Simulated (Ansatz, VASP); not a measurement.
**One calculation of ZnO, two programs**

```
Zn O
1.0
     3.27944    0.00000    0.00000
    -1.63972    2.84008    0.00000
     0.00000    0.00000    5.29346
Zn O
2 2
Direct
  0.33333 0.66667 0.00151
  0.66667 0.33333 0.50151
  0.33333 0.66667 0.38059
  0.66667 0.33333 0.88059
```

Alike in both runs: functional PBE; k mesh 12 × 12 × 8; occupations gaussian, width 0.05 eV; no spin polarisation.

Ansatz relaxed the structure, and its values are those at the end. VASP's run is a single point on that final structure, the one shown.

|  | VASP | Ansatz |
| --- | --- | --- |
| version | VASP 6.6.1 | Ansatz 0.2.0 |
| potentials or method | VASP PAW PBE potentials, release 64 (Zn, O), cutoff 600 eV | scalar-relativistic, plane waves, PAW |
| valence electrons in the cell | 36 | 36 |

```tsv
	VASP	Ansatz	Ansatz less VASP
gap on the k mesh at the Fermi level (eV)	0.73	0.74	+0.015
least direct gap on the mesh (eV)	0.73	0.74	+0.015
pressure (GPa)	0.7	0.0	-0.72
```
